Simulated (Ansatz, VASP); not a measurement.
# Tl in VASP and in Ansatz

```
Tl
1.0
     0.00000    2.51471    2.51471
     2.51471    0.00000    2.51471
     2.51471    2.51471    0.00000
Tl
1
Cartesian
  0.0000 0.0000 0.0000
```

Change from the starting cell: volume scaled by 1.06.

Alike in both runs: task single point; functional PBE; k mesh 9 × 9 × 9; occupations fermi-dirac, width 0.05 eV; no spin polarisation.

|  | VASP | Ansatz |
| --- | --- | --- |
| version | VASP 6.6.1 | Ansatz 0.2.0 |
| potentials or method | VASP PAW PBE potentials, release 64 (Tl_d), cutoff 520 eV | all-electron LAPW, scalar-relativistic |

```tsv
	VASP	Ansatz	Ansatz less VASP
gap on the k mesh at the Fermi level (eV)	none	none	-
pressure (GPa)	-0.5	-0.5	+0.06
```

A gap of «none» marks a metal or a gap that the smearing closes. Ansatz ran all-electron here, and VASP with PAW potentials.

Spin-orbit coupling is off throughout.
